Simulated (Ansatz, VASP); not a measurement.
**MgO: VASP beside Ansatz**

```xyz
2
Lattice="-0.1005 2.0531 2.0531 2.0531 -0.1005 2.0531 2.0531 2.0531 -0.1005" Properties=species:S:1:pos:R:3 pbc="T T T"
Mg    0.0000    0.0000    0.0000
O     2.0028    2.0028    2.0028
```

Alike in both runs: task single point; functional r2SCAN; k mesh 10 × 10 × 10; occupations gaussian, width 0.05 eV; no spin polarisation.

```csv
,VASP,Ansatz
version,VASP 6.6.1,Ansatz 0.2.0
potentials or method,"VASP PAW PBE potentials, release 64 (Mg, O), cutoff 520 eV","scalar-relativistic, plane waves, PAW"
valence electrons in the cell,8,16
```

```tsv
	VASP	Ansatz	Ansatz less VASP
gap on the k mesh at the Fermi level (eV)	5.24	5.27	+0.027
least direct gap on the mesh (eV)	5.24	5.27	+0.027
pressure (GPa)	-1.1	0.1	+1.16
traceless stress, the component that is largest in VASP (GPa)	6.81	6.76	-0.047
```

VASP's potentials were made for PBE, not for r2SCAN. VASP's potentials hold 8 valence electrons a cell and Ansatz's 16, so a difference there can come from the potentials and not from the codes.
